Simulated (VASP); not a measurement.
## Si: single point with r2SCAN

Crystal: Si.

```
CELL_PARAMETERS angstrom
3.11579 0.00000 0.00000
-1.55790 2.69836 0.00000
0.00000 0.00000 8.92742
ATOMIC_POSITIONS crystal
Si 0.00000 0.00000 0.25000
Si 0.00000 0.00000 0.75000
Si 0.33333 0.66667 0.25000
Si 0.66667 0.33333 0.75000
```

This isn't the form of Si at room conditions, which is diamond.

* Program: VASP 6.6.1
* Task: single point
* Functional: r2SCAN
* Potentials or basis: VASP PAW PBE potentials, release 64 (Si)
* Cutoff: 550 eV
* k mesh: 6 × 6 × 2
* Occupations: gaussian, width 0.1 eV
* Spin: no spin polarisation

```json
{
 "Pressure": "118.3 GPa",
 "Band gap on the k mesh": "zero (bands 8 and 9 overlap by 0.03 eV)"
}
```

Stress tensor (GPa, compression positive):
```
178.09   0.00   0.00
  0.00 178.09   0.00
  0.00   0.00  -1.28
```

Levels at points of the mesh, in eV from the Fermi level:
| k point | band 5 | band 6 | band 7 | band 8 | band 9 | band 10 | band 11 | band 12 |
| --- | --- | --- | --- | --- | --- | --- | --- | --- |
| (0.00, 0.00, 0.00) | -0.28 | -0.28 | -0.27 | -0.27 | 1.39 | 3.99 | 3.99 | 4.01 |
| (0.50, 0.00, 0.00) | -2.84 | -2.79 | -1.90 | -1.44 | 0.20 | 0.68 | 2.17 | 2.30 |
| (0.00, 0.00, 0.50) | -0.28 | -0.28 | -0.28 | -0.28 | 3.24 | 3.24 | 4.00 | 4.00 |
| (0.50, 0.00, 0.50) | -2.81 | -2.81 | -1.60 | -1.60 | 0.25 | 0.25 | 2.23 | 2.23 |

Run time: 52 s on 1 thread of Intel(R) Xeon(R) Platinum 8259CL CPU @ 2.50GHz (Skylake/Cascade Lake), on a shared host, peak memory 0.19 GiB.

Caveat: the k points lie up to 0.39 Å⁻¹ apart; semilocal functionals underestimate gaps, and a narrow one can read as zero; the PAW data sets were made with another functional, which shifts forces and pressure a little.
